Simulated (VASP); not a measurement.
The system is SnO.

```
Sn O
1.0
     3.81370    0.00000    0.00000
     0.00000    3.81370    0.00000
     0.00000    0.00000    4.88691
Sn O
2 2
Cartesian
  1.9068 0.0000 3.7367
  0.0000 1.9068 1.1503
  0.0000 0.0000 0.0000
  1.9068 1.9068 0.0000
```

Program: VASP 6.6.1. Alike in all runs: task single point; no spin polarisation; cell as given; smearing fermi-dirac 0.05 eV.

Task: Order these runs on this cell by their band gap on the k mesh, lowest first.
A. level B3LYP; potentials or basis VASP PAW PBE potentials, release 64 (Sn_d, O); k mesh 4 × 4 × 3; cutoff (eV) 520; grid for exact exchange (PRECFOCK) Normal; share of exact exchange 0.2
B. level r2SCAN; potentials or basis VASP PAW PBE potentials, release 64 (Sn_d, O); k mesh 7 × 7 × 6; cutoff (eV) 520
C. level LDA; potentials or basis VASP PAW LDA potentials, release 64 (Sn_d, O_h); k mesh 4 × 4 × 3; cutoff (eV) 1340
D. level r2SCAN-based global hybrid with 15 % exact exchange; potentials or basis VASP PAW PBE potentials, release 64 (Sn_d, O); k mesh 4 × 4 × 3; cutoff (eV) 520; grid for exact exchange (PRECFOCK) Normal; share of exact exchange 0.15

Result: C (0.22 eV), B (0.51 eV), D (0.91 eV), A (1.24 eV).

Caveats: some runs use coarse meshes; spin-orbit coupling is left out, which moves the levels of the heavy elements; semilocal functionals underestimate gaps, and a narrow one can read as zero (at least some runs).

A k mesh can miss the band edges, odd and even meshes differently.
